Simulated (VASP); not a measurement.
# Rh in VASP: further runs, part 3 of 3

VASP 6.6.1.

### 4 Single point, PBE (strain -0.050 along x and y, +0.000 along z)

INCAR reads:

```
  PREC = Accurate
  ENCUT = 520
  EDIFF = 1E-6
  ISMEAR = 1
  SIGMA = 0.02
  LREAL = False
  LASPH = True
  NELM = 100
  ALGO = Fast
  ISIF = 2
  LWAVE = False
  LCHARG = False
  GGA = PE
  NBANDS = 14
```

KPOINTS reads:

```
Automatic mesh
0
Gamma
  22 22 22
```

POSCAR reads:

```
Rh
1.0
    0.0000000000      1.8064725000      1.9015500000
    1.8064725000      0.0000000000      1.9015500000
    1.8064725000      1.8064725000      0.0000000000
Rh
1
Direct
    0.0000000000      0.0000000000      0.0000000000
```

Potentials or basis: VASP PAW PBE potentials, release 64 (Rh_pv).

Launch:

```sh
$ cat potpaw_PBE.64/Rh_pv/POTCAR > POTCAR
$ mpirun -np 1 vasp_std > vasp.out
```

OUTCAR:

```text
PREC = Accurate
   ENCUT = 520
   EDIFF = 1E-6
   ISMEAR = 1
   LREAL = False
   LASPH = True
   NELM = 100
   ISIF = 2
   GGA = PE

 ion  position               nearest neighbor table
   1  0.000  0.000  0.000-

  LATTYP: Found a body centered tetragonal cell.
 ALAT       =     2.5547379096
 C/A-ratio  =     1.4886458551

  Lattice vectors:

 A1 = (  -1.8064725000,   0.0000000000,   1.9015500000)
 A2 = (   1.8064725000,   0.0000000000,   1.9015500000)
 A3 = (   0.0000000000,   1.8064725000,  -1.9015500000)

Analysis of symmetry for initial positions (statically):
=====================================================================
 Subroutine PRICEL returns:
 Original cell was already a primitive cell.

 Routine SETGRP: Setting up the symmetry group for a
 body centered tetragonal supercell.

 Subroutine GETGRP returns: Found 16 space group operations
 (whereof 16 operations were pure point group operations)
 out of a pool of 16 trial point group operations.

The static configuration has the point symmetry D_4h.

Analysis of symmetry for dynamics (positions and initial velocities):
=====================================================================
 Subroutine PRICEL returns:
 Original cell was already a primitive cell.

 Routine SETGRP: Setting up the symmetry group for a
 body centered tetragonal supercell.

 Subroutine GETGRP returns: Found 16 space group operations
 (whereof 16 operations were pure point group operations)
 out of a pool of 16 trial point group operations.

The dynamic configuration has the point symmetry D_4h.

 Subroutine INISYM returns: Found 16 space group operations
 (whereof 16 operations are pure point group operations),
 and found     1 'primitive' translations

[... 113 lines left out ...]
  volume/ion in A,a.u.               =      12.41        83.75
  Fermi-wavevector in a.u.,A,eV,Ry     =   1.743834  3.295368 41.374724  3.040956
  Thomas-Fermi vector in A             =   2.815830
   LORBIT       =      0    0 simple, 1 ext, 2 COOP (PROOUT), +10 PAW based schemes
   GGA     = PE    functional components
   LHFCALC =     F    Hartree Fock is set to
   AEXX    =    0.0000 exact exchange contribution
   IVDW    =     0    specifies the selected vdW correction
   LEPSILON=     F    determine dielectric tensor
   LRPA    =     F    only Hartree local field effects (RPA)
 non-spin polarized calculation
 RMM-DIIS sequential band-by-band and
 Methfessel and Paxton  Order N= 1 SIGMA  =   0.02
  energy-cutoff  :      520.00
  volume of cell :       12.41
 maximum number of plane-waves:       346
   NGX =  9   NGY =  9   NGZ =  9

 number of electron      14.9999997 magnetization

 Free energy of the ion-electron system (eV)
  ---------------------------------------------------
  ext. energy  EPLUGINS =         0.00000000
  ---------------------------------------------------
  free energy    TOTEN  =        -7.03820695 eV

  energy without entropy =       -7.03823523  energy(sigma->0) =       -7.03821638

 E-fermi :  13.8791     XC(G=0): -14.7022

 val. band max:       13.8770714977   @ k =   0.3182   0.1364   0.0455
 cond. band min:      13.8793411968   @ k =  -0.0909   0.2273   0.1364
 fundamental gap:      0.0022696991
 Fermi energy:        13.8790618278

 k-point     1 :       0.0000    0.0000    0.0000
  band No.  band energies     occupation
      1     -32.6907      2.00000
      2     -32.6596      2.00000
      3     -32.6596      2.00000
      4       5.1598      2.00000
      5       9.8567      2.00000
      6      10.5160      2.00000
      7      10.5160      2.00000
      8      12.3115      2.00000
      9      13.1178      2.00000
     10      29.7995      0.00000
     11      34.1248      0.00000
     12      34.6457      0.00000
     13      36.4326      0.00000
     14      36.4326      0.00000
[... 377 lines left out ...]
      1     -33.6989      2.00000
      2     -32.8723      2.00000
      3     -32.7627      2.00000
      4       6.9385      2.00000
      5       9.8307      2.00000
      6      10.5684      2.00000
      7      13.5955      2.00000
      8      14.3254      0.00000
      9      15.6093      0.00000
     10      23.8141      0.00000
     11      29.4115      0.00000
     12      34.1263      0.00000
     13      35.5251      0.00000
     14      36.7154      0.00000

 [... further k-points ...]
[... 5 lines left out ...]
  --------------------------------------------------------------------------------------
  -------------------------------------------------------------------------------------
  Total        3.8637042      3.8637042      2.5253506      0.0000000      0.0000000     -0.0000000
  in kB      498.7857005    498.7857005    326.0106608      0.0000000      0.0000000     -0.0000000
  external PRESSURE =     441.1940206 kB  Pullay stress =       0.0000000 kB

 VOLUME and BASIS-vectors are now :
 -----------------------------------------------------------------------------
  energy-cutoff  :      520.00
  volume of cell :       12.41
      direct lattice vectors                 reciprocal lattice vectors
     0.000000000  1.806472500  1.901550000    -0.276782514  0.276782514  0.262943388
     1.806472500  0.000000000  1.901550000     0.276782514 -0.276782514  0.262943388
     1.806472500  1.806472500  0.000000000     0.276782514  0.276782514 -0.262943388

 POSITION                                       TOTAL-FORCE (eV/Angst)
 -----------------------------------------------------------------------------------
      0.00000      0.00000      0.00000         0.000000      0.000000      0.000000
 -----------------------------------------------------------------------------------
    total drift:                                0.000000      0.000000     -0.000000

  FREE ENERGIE OF THE ION-ELECTRON SYSTEM (eV)
  ---------------------------------------------------
  free  energy   TOTEN  =        -7.0382069511 eV

  energy  without entropy=       -7.0382352331  energy(sigma->0) =       -7.03821638
```

stdout:

```text
POSCAR found type information on POSCAR Rh
 POSCAR found :  1 types and       1 ions
 scaLAPACK will be used
 LDA part: xc-table for (Slater+PW92), standard interpolation
 POSCAR, INCAR and KPOINTS ok, starting setup
 FFT: planning ... GRIDC
 FFT: planning ... GRID_SOFT
 FFT: planning ... GRID
 WAVECAR not read
 entering main loop
WARNING in EDDRMM: call to ZHEGV failed, returncode =   8  4     12
WARNING in EDDRMM: call to ZHEGV failed, returncode =   8  4     13
```

It took 54 s on 1 thread of Intel Xeon 6975P-C (Granite Rapids), shared host; peak memory 0.24 GiB.

Results:

```yaml
Free_energy: -7.0382 eV
Pressure: 44.1 GPa
```

Levels at points of the mesh, in eV from the Fermi level:
| k point | band 3 | band 4 | band 5 | band 6 | band 7 | band 8 | band 9 | band 10 | band 11 | band 12 |
| --- | --- | --- | --- | --- | --- | --- | --- | --- | --- | --- |
| (0.00, 0.00, 0.00) | -46.54 | -8.72 | -4.02 | -3.36 | -3.36 | -1.57 | -0.76 | 15.92 | 20.25 | 20.77 |
| (0.50, 0.00, 0.00) | -46.64 | -7.02 | -4.02 | -3.37 | 0.54 | 0.66 | 0.85 | 9.80 | 15.38 | 20.25 |
| (0.50, 0.50, 0.00) | -46.86 | -7.31 | -6.90 | 0.71 | 1.16 | 1.16 | 2.67 | 12.67 | 14.60 | 14.60 |
| (0.50, 0.00, 0.50) | -46.91 | -7.36 | -6.92 | 0.62 | 0.90 | 1.50 | 3.84 | 13.28 | 14.03 | 14.18 |

Caveat: the cell differs from its parent crystal (strain -0.050 along x and y, +0.000 along z).

### 5 Single point, PBE (strain -0.025 along x and y, -0.050 along z)

INCAR reads:

```
SYSTEM = Rh
ALGO = Fast
EDIFF = 1E-7
ENCUT = 520
GGA = PE
ISIF = 2
ISMEAR = 1
LASPH = .True.
LCHARG = .False.
LREAL = .False.
LWAVE = .False.
NBANDS = 14
NELM = 80
PREC = Accurate
SIGMA = 0.02
```

KPOINTS reads:

```
k-points
0
Gamma
  22 22 22
  0 0 0
```

POSCAR reads:

```
Rh
1.0
    0.0000000000      1.8540112500      1.8064725000
    1.8540112500      0.0000000000      1.8064725000
    1.8540112500      1.8540112500      0.0000000000
Rh
1
Direct
    0.0000000000      0.0000000000      0.0000000000
```

Launch:

```sh
$ cat potpaw_PBE.64/Rh_pv/POTCAR > POTCAR
$ mpirun -np 1 vasp_std > vasp.out
```

Run time: 63 s. Hardware: 1 thread of Intel Xeon 6975P-C (Granite Rapids), shared host; peak memory 0.23 GiB.

It converged, with:

- Free energy: -7.0574 eV
- Pressure: 43.6 GPa

Stress tensor (GPa, compression positive):
```
40.88  0.00  0.00
 0.00 40.88  0.00
 0.00  0.00 48.93
```

Levels at points of the mesh, in eV from the Fermi level:
| k point | band 5 | band 6 | band 7 | band 8 | band 9 | band 10 |
| --- | --- | --- | --- | --- | --- | --- |
| (0.00, 0.00, 0.00) | -3.70 | -3.70 | -3.39 | -1.35 | -0.96 | 15.88 |
| (0.50, 0.00, 0.00) | -3.87 | -3.53 | 0.60 | 0.65 | 0.78 | 9.77 |
| (0.50, 0.50, 0.00) | -6.95 | 0.64 | 1.20 | 1.20 | 3.84 | 13.62 |
| (0.50, 0.00, 0.50) | -6.91 | 0.66 | 1.04 | 1.32 | 3.23 | 13.40 |

Caveat: the cell differs from its parent crystal (strain -0.025 along x and y, -0.050 along z).

### 6 Overview

```csv
cell,gap on the mesh (eV),pressure (GPa)
"a = 2.756 Å, angles 60.0°, 1 atom",none,-11.9
"a = 2.824 Å, angles 60.0°, 1 atom",none,-23.2
"a = 2.623, b = 2.623, c = 2.555 Å, angles 60.9, 60.9, 58.3°, 1 atom",none,44.1
"a = 2.589, b = 2.589, c = 2.622 Å, angles 59.6, 59.6, 60.9°, 1 atom",none,43.6
```

Alike in all rows: task single point; level PBE; potentials or basis VASP PAW PBE potentials, release 64 (Rh_pv); no spin polarisation; k mesh 22 × 22 × 22; cutoff (eV) 520; smearing methfessel-paxton 0.02 eV.

Total energies depend on the potentials used, so only differences within one code and one set of settings carry meaning.
